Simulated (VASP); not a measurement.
# SnO2 (P4_2/mnm) in VASP: a series of runs

The runs below take SnO2 through single point, with r2SCAN.

Everything below comes from runs of VASP 6.6.1. Logs are shortened: lines on timing, memory, paths and dates and some standing lists are left out, and cuts for length are marked.

### 1 The cell of the first run

The structure is tetragonal, space group P4_2/mnm (No. 136). Conventional cell: a = 4.765 Å, b = 4.765 Å, c = 3.207 Å, α = 90.00°, β = 90.00°, γ = 90.00°. Within 2.7 Å of Sn (site symmetry mmm) lie 6 O at 2.06 to 2.07 Å. Within 2.7 Å of O (site symmetry m2m) lie 3 Sn at 2.06 to 2.07 Å and 1 O at 2.61 Å.

### 2 Single point, r2SCAN

Input file POSCAR:

```
SnO2
1.0
    4.7648180450      0.0000000000      0.0000000000
    0.0000000000      4.7648180450      0.0000000000
    0.0000000000      0.0000000000      3.2074997700
Sn O
2 4
Direct
    0.5000000000      0.5000000000      0.5000000000
    0.0000000000      0.0000000000      0.0000000000
    0.1940277000      0.8059723000      0.5000000000
    0.8059723000      0.1940277000      0.5000000000
    0.3059723000      0.3059723000      0.0000000000
    0.6940277000      0.6940277000      0.0000000000
```

Input file INCAR.step1:

```
SYSTEM = SnO2
PREC     = Accurate       ! precision mode
ENCUT    = 520            ! plane-wave cutoff, eV
ISMEAR   = 0              ! smearing method
SIGMA    = 0.1            ! smearing width, eV
LREAL    = .False.        ! projectors in reciprocal space
LASPH    = .True.         ! aspherical terms in the spheres
NELM     = 60             ! most SCF steps
NBANDS   = 35             ! bands
GGA      = PE             ! functional
ALGO     = Normal         ! electronic algorithm
EDIFF    = 1E-4           ! SCF threshold, eV
LWAVE    = .True.         ! write WAVECAR
LCHARG   = .False.        ! write CHGCAR
```

Input file INCAR.step2:

```
SYSTEM = SnO2
PREC     = Accurate       ! precision mode
ENCUT    = 520            ! plane-wave cutoff, eV
EDIFF    = 1E-7           ! SCF threshold, eV
ISMEAR   = 0              ! smearing method
SIGMA    = 0.1            ! smearing width, eV
LREAL    = .False.        ! projectors in reciprocal space
LASPH    = .True.         ! aspherical terms in the spheres
NELM     = 60             ! most SCF steps
ALGO     = Normal         ! electronic algorithm
ISIF     = 2              ! what is computed and relaxed
LWAVE    = .False.        ! write WAVECAR
LCHARG   = .True.         ! write CHGCAR
METAGGA  = R2SCAN         ! meta-GGA
LMIXTAU  = .True.       
LELF     = .True.         ! ELF
LVHAR    = .True.       
NBANDS   = 35             ! bands
ISTART   = 1
```

Input file KPOINTS:

```
regular mesh
0
Gamma
  4 4 6
  0 0 0
```

Potentials or basis: VASP PAW PBE potentials, release 64 (Sn_d, O).

Launch:

```
$ cat potpaw_PBE.64/Sn_d/POTCAR potpaw_PBE.64/O/POTCAR > POTCAR
$ cp INCAR.step1 INCAR
$ mpirun -np 1 vasp_std > vasp.out
$ cp INCAR.step2 INCAR
$ mpirun -np 1 vasp_std > vasp.out
```

OUTCAR:

```text
SYSTEM = SnO2
   PREC = Accurate
   ENCUT = 520
   EDIFF = 1E-7
   ISMEAR = 0
   LREAL = .False.
   LASPH = .True.
   NELM = 60
   ISIF = 2
   METAGGA = R2SCAN
   ISTART = 1

 ion  position               nearest neighbor table
   1  0.500  0.500  0.500-   3 2.06   4 2.06   5 2.07   6 2.07   5 2.07   6 2.07   2 3.73   2 3.73
                             2 3.73   2 3.73   2 3.73   2 3.73   2 3.73   2 3.73
   2  0.000  0.000  0.000-   5 2.06   6 2.06   3 2.07   4 2.07   3 2.07   4 2.07   1 3.73   1 3.73
                             1 3.73   1 3.73   1 3.73   1 3.73   1 3.73   1 3.73
   3  0.194  0.806  0.500-   1 2.06   2 2.07   2 2.07
   4  0.806  0.194  0.500-   1 2.06   2 2.07   2 2.07
   5  0.306  0.306  0.000-   2 2.06   1 2.07   1 2.07
   6  0.694  0.694  0.000-   2 2.06   1 2.07   1 2.07

  LATTYP: Found a simple tetragonal cell.
 ALAT       =     4.7648180450
 C/A-ratio  =     0.6731631176

  Lattice vectors:

 A1 = (   4.7648180450,   0.0000000000,   0.0000000000)
 A2 = (   0.0000000000,   4.7648180450,   0.0000000000)
 A3 = (   0.0000000000,   0.0000000000,   3.2074997700)

Analysis of symmetry for initial positions (statically):
=====================================================================
 Subroutine PRICEL returns:
 Original cell was already a primitive cell.

 Routine SETGRP: Setting up the symmetry group for a
 simple tetragonal supercell.

 Subroutine GETGRP returns: Found 16 space group operations
 (whereof  8 operations were pure point group operations)
 out of a pool of 16 trial point group operations.

The static configuration has the point symmetry D_2h.
 The point group associated with its full space group is D_4h.

Analysis of symmetry for dynamics (positions and initial velocities):
=====================================================================
 Subroutine PRICEL returns:
 Original cell was already a primitive cell.

 Routine SETGRP: Setting up the symmetry group for a
 simple tetragonal supercell.

 Subroutine GETGRP returns: Found 16 space group operations
 (whereof  8 operations were pure point group operations)
 out of a pool of 16 trial point group operations.

The dynamic configuration has the point symmetry D_2h.
 The point group associated with its full space group is D_4h.

 Subroutine INISYM returns: Found 16 space group operations
 (whereof  8 operations are pure point group operations),
 and found     1 'primitive' translations

[... 104 lines left out ...]
   NSW    =      0    number of steps for IOM
   IBRION =     -1    ionic relax: 0-MD 1-quasi-New 2-CG
   NFREE  =      0    steps in history (QN), initial steepest desc. (CG)
   ISIF   =      2    stress and relaxation
   ISYM   =      2    0-nonsym 1-usesym 2-fastsym
   POTIM  = 0.5000    time-step for ionic-motion
   TEBEG  =    0.0;   TEEND  =   0.0 temperature during run
   PSTRESS=    0.0 pullay stress
   NELECT =      52.0000    total number of electrons
   NUPDOWN=      -1.0000    fix difference up-down
   EMIN   =  10.00;   EMAX   =-10.00  energy-range for DOS
   EFERMI =   0.00;   METHOD = LEGACY
   ISMEAR =     0;   SIGMA  =   0.10  broadening in eV -4-tet -1-fermi 0-gaus
   EFERMI_NEDOS =   21; number of points for ismear=-14 and -15
   IALGO  =     38    algorithm
   IMIX   =      4    mixing-type and parameters
     AMIX     =   0.40;   BMIX     =  1.00
     AMIX_MAG =   1.60;   BMIX_MAG =  1.00
  volume/ion in A,a.u.               =      12.14        81.90
  Fermi-wavevector in a.u.,A,eV,Ry     =   1.463265  2.765169 29.132021  2.141143
  Thomas-Fermi vector in A             =   2.579380
   LORBIT       =      0    0 simple, 1 ext, 2 COOP (PROOUT), +10 PAW based schemes
   METAGGA = R2SCAN    functional components
   LHFCALC =     F    Hartree Fock is set to
   AEXX    =    0.0000 exact exchange contribution
   IVDW    =     0    specifies the selected vdW correction
   LEPSILON=     F    determine dielectric tensor
   LRPA    =     F    only Hartree local field effects (RPA)
 non-spin polarized calculation
 Gauss-broadening in eV      SIGMA  =   0.10
  energy-cutoff  :      520.00
  volume of cell :       72.82
 maximum number of plane-waves:      1992
 NGX is ok and might be reduce to    36
   NGX = 17   NGY = 17   NGZ = 11

 number of electron      52.0000006 magnetization

 Free energy of the ion-electron system (eV)
  ---------------------------------------------------
  ext. energy  EPLUGINS =         0.00000000
  ---------------------------------------------------
  free energy    TOTEN  =       -84.63062443 eV

  energy without entropy =      -84.63062443  energy(sigma->0) =      -84.63062443

 E-fermi :   5.9396     XC(G=0): -11.9460

 val. band max:        5.5101544624   @ k =   0.0000   0.0000   0.0000
 cond. band min:       7.2517213375   @ k =   0.0000   0.0000   0.0000
 fundamental gap:      1.7415668752
 Fermi energy:         5.9396118403

 k-point     1 :       0.0000    0.0000    0.0000
  band No.  band energies     occupation
      1     -16.2189      2.00000
      2     -15.3133      2.00000
      3     -15.0253      2.00000
      4     -15.0253      2.00000
      5     -15.0034      2.00000
      6     -14.9640      2.00000
[... 901 lines left out ...]
     34      17.5265      0.00000
     35      19.4565      0.00000

------------------------ aborting loop because EDIFF is reached ----------------------------------------

  FORCE on cell =-STRESS in cart. coord.  units (eV):
  Direction    XX          YY          ZZ          XY          YZ          ZX
  --------------------------------------------------------------------------------------
  -------------------------------------------------------------------------------------
  Total        0.0653205      0.0653205      0.0688183     -0.0000000      0.0000000      0.0000000
  in kB        1.4371459      1.4371459      1.5141022     -0.0000000      0.0000000      0.0000000
  external PRESSURE =       1.4627980 kB  Pullay stress =       0.0000000 kB

 VOLUME and BASIS-vectors are now :
 -----------------------------------------------------------------------------
  energy-cutoff  :      520.00
  volume of cell :       72.82
      direct lattice vectors                 reciprocal lattice vectors
     4.764818045  0.000000000  0.000000000     0.209871603  0.000000000  0.000000000
     0.000000000  4.764818045  0.000000000     0.000000000  0.209871603  0.000000000
     0.000000000  0.000000000  3.207499770     0.000000000  0.000000000  0.311769313

 POSITION                                       TOTAL-FORCE (eV/Angst)
 -----------------------------------------------------------------------------------
      2.38241      2.38241      1.60375         0.000000      0.000000      0.000000
      0.00000      0.00000      0.00000         0.000000      0.000000      0.000000
      0.92451      3.84031      1.60375         0.013274     -0.013274      0.000000
      3.84031      0.92451      1.60375        -0.013274      0.013274      0.000000
      1.45790      1.45790      0.00000        -0.013274     -0.013274      0.000000
      3.30692      3.30692      0.00000         0.013274      0.013274      0.000000
 -----------------------------------------------------------------------------------
    total drift:                                0.000000      0.000000      0.000000

  FREE ENERGIE OF THE ION-ELECTRON SYSTEM (eV)
  ---------------------------------------------------
  free  energy   TOTEN  =       -84.6306244305 eV

  energy  without entropy=      -84.6306244304  energy(sigma->0) =      -84.63062443
```

OUTCAR.step1:

```text
SYSTEM = SnO2
   PREC = Accurate
   ENCUT = 520
   ISMEAR = 0
   LREAL = .False.
   LASPH = .True.
   NELM = 60
[... 1150 lines left out ...]
      3.84031      0.92451      1.60375        -0.028808      0.028808      0.000000
      1.45790      1.45790      0.00000        -0.028808     -0.028808     -0.000000
      3.30692      3.30692      0.00000         0.028808      0.028808      0.000000
 -----------------------------------------------------------------------------------
    total drift:                                0.000000      0.000000      0.000000

  FREE ENERGIE OF THE ION-ELECTRON SYSTEM (eV)
  ---------------------------------------------------
  free  energy   TOTEN  =       -37.2429889742 eV

  energy  without entropy=      -37.2429889742  energy(sigma->0) =      -37.24298897
```

Run time: 77 s. Hardware: 1 thread of Intel Xeon 6975P-C (Granite Rapids), shared host; peak memory 0.2 GiB.

Results:

```
Free energy            : -84.6306 eV
Pressure               : 0.1 GPa
Largest force          : 0.019 eV/Å
Band gap on the k mesh : 1.74 eV, direct
```

Forces in eV/Å, atoms in the order of the input:
```
Sn   0.000  0.000  0.000
Sn   0.000  0.000  0.000
O    0.013 -0.013  0.000
O   -0.013  0.013  0.000
O   -0.013 -0.013  0.000
O    0.013  0.013  0.000
```

Caveat: the PAW data sets were made with another functional, which shifts forces and pressure a little; spin-orbit coupling is left out, which moves the levels of the heavy elements.

(Part 1 of 3 ends here.)
